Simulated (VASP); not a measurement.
Here is a VASP 6.6.1 calculation.

The input POSCAR:

```
Rb
1.0
    0.0000000000      3.6398850000      3.6398850000
    3.6398850000      0.0000000000      3.6398850000
    3.6398850000      3.6398850000      0.0000000000
Rb
1
Direct
    0.0000000000      0.0000000000      0.0000000000
```

Contents of INCAR.step1:

```
PREC = Accurate ; ENCUT = 520
ISMEAR = -1 ; SIGMA = 0.1
LREAL = False ; LASPH = True
NELM = 100 ; NBANDS = 10
GGA = PE ; ALGO = Normal
EDIFF = 1E-4 ; LWAVE = True
LCHARG = False
```

File INCAR.step2:

```
PREC = Accurate ; ENCUT = 520
EDIFF = 1E-7 ; ISMEAR = -1
SIGMA = 0.1 ; LREAL = False
LASPH = True ; NELM = 100
ALGO = Normal ; ISIF = 2
LWAVE = False ; LCHARG = False
METAGGA = R2SCAN ; LMIXTAU = True
NBANDS = 10 ; ISTART = 1
```

Contents of KPOINTS:

```
Automatic mesh
0
Gamma
  8 8 8
```

Potentials or basis: VASP PAW PBE potentials, release 64 (Rb_sv).

Launch:

```sh
$ cat potpaw_PBE.64/Rb_sv/POTCAR > POTCAR
$ cp INCAR.step1 INCAR
$ mpirun -np 1 vasp_std > vasp.out
$ cp INCAR.step2 INCAR
$ mpirun -np 1 vasp_std > vasp.out
```

Q: What does it give for the band gap on the k mesh?

A: Zero (an odd number of electrons rules out a gap without spin polarisation).

Q: Estimate the pressure.

A: 0.0 GPa.

Caveat: the PAW data sets were made with another functional, which shifts forces and pressure a little.
